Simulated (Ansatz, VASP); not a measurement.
Two plane-wave programs on MnS

```
Mn S
1.0
     3.00453    0.05382   -0.00232
     0.05382    3.05456    0.00297
    -0.00232    0.00297    3.02892
Mn S
1 1
Direct
  0.49197 0.45499 0.49450
  0.99185 0.02757 0.00652
```

Alike in both runs: task single point; functional PBEsol; k mesh 7 × 6 × 7; occupations methfessel-paxton of order 1, width 0.1 eV; collinear spin; Hubbard terms Mn d U = 2.9 eV, J = 0.9 eV.

```csv
,VASP,Ansatz
version,VASP 6.6.1,Ansatz 0.2.0
potentials or method,"VASP PAW PBE potentials, release 64 (Mn_pv, S), cutoff 520 eV","plane waves, PAW"
valence electrons in the cell,19,21
```

VASP gave:

| Property | Result |
| --- | --- |
| pressure (GPa) | 10.3 |
| traceless stress, the component that is largest in VASP (GPa) | -0.91 |
| rms of the force components (eV/Å) | 0.225 |
| net moment per atom (μB) | 2.02 |
| size of the moment on the site where the two differ most (μB) | 3.94 |

Q: Which values does Ansatz return?

A: Pressure (GPa): 8.9; traceless stress, the component that is largest in VASP (GPa): -1.22; rms of the force components (eV/Å): 0.185; net moment per atom (μB): 1.96; size of the moment on the site where the two differ most (μB): 3.74.

VASP's potentials were made for PBE, not for PBEsol. Site moments also hang on the region over which each program counts them. The programs project onto different local orbitals, so the same U acts differently, and such runs can settle in different states. Atom by atom the forces differ by 0.044 eV/Å (rms over components). VASP's potentials hold 19 valence electrons a cell and Ansatz's 21, so a difference there can come from the potentials and not from the codes. Ansatz's warnings: filled band counts differ across k points, stability check not made, stress scf threshold loose.
